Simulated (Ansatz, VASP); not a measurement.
# Sn in VASP and in Ansatz

```
Sn
1.0
    -2.02919    2.02919    1.66076
     2.02919   -2.02919    1.66076
     2.02919    2.02919   -1.66076
Sn
1
Direct
  0.00000 0.00000 0.00000
```

Alike in both runs: functional PBEsol; k mesh 6 × 6 × 6; occupations fermi-dirac, width 0.05 eV; no spin polarisation.

```csv
,VASP,Ansatz
version,VASP 6.6.1,Ansatz 0.2.0
potentials or method,"VASP PAW PBE potentials, release 64 (Sn_d)",Ansatz PAW
plane-wave cutoff (eV),520,420
valence electrons in the cell,14,14
task,single point,band structure
```

```csv
,VASP,Ansatz,Ansatz less VASP
gap on the k mesh at the Fermi level (eV),none,none,-
pressure (GPa),-1.4,-1.4,+0.02
"traceless stress, the component that is largest in VASP (GPa)",-0.74,-0.73,+0.002
```

VASP's potentials were made for PBE, not for PBEsol. A gap of «none» marks a metal or a gap that the smearing closes.

The k mesh is coarse, so the values compare programs but aren't converged.
